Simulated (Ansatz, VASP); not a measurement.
## LiCl: VASP beside Ansatz

```
CELL_PARAMETERS angstrom
3.85602 0.00000 0.00000
-1.92801 3.33941 0.00000
0.00000 0.00000 21.90173
ATOMIC_POSITIONS crystal
Li 0.00000 0.00000 0.99977
Li 0.33333 0.66667 0.14289
Li 0.66667 0.33333 0.28600
Li 0.33333 0.66667 0.42815
Li 0.00000 0.00000 0.57131
Li 0.33333 0.66667 0.71347
Li 0.66667 0.33333 0.85664
Cl 0.00000 0.00000 0.10751
Cl 0.33333 0.66667 0.25064
Cl 0.66667 0.33333 0.39337
Cl 0.33333 0.66667 0.53594
Cl 0.00000 0.00000 0.67869
Cl 0.33333 0.66667 0.82124
Cl 0.66667 0.33333 0.96438
```

Alike in both runs: functional PBEsol; k mesh 9 × 9 × 2; occupations gaussian, width 0.02 eV; no spin polarisation.

Ansatz relaxed the structure, and its values are those at the end. VASP's run is a single point on that final structure, the one shown.

|  | VASP | Ansatz |
| --- | --- | --- |
| version | VASP 6.6.1 | Ansatz 0.2.0 |
| potentials or method | VASP PAW PBE potentials, release 64 (Li_sv, Cl), cutoff 520 eV | scalar-relativistic, plane waves, PAW |
| valence electrons in the cell | 70 | 70 |

|  | VASP | Ansatz | Ansatz less VASP |
| --- | --- | --- | --- |
| gap on the k mesh at the Fermi level (eV) | 5.87 | 5.87 | -0.003 |
| least direct gap on the mesh (eV) | 5.87 | 5.87 | -0.003 |

VASP's potentials were made for PBE, not for PBEsol.

Noted on VASP's run: the cutoff is short for stress, so the pressure is rough.
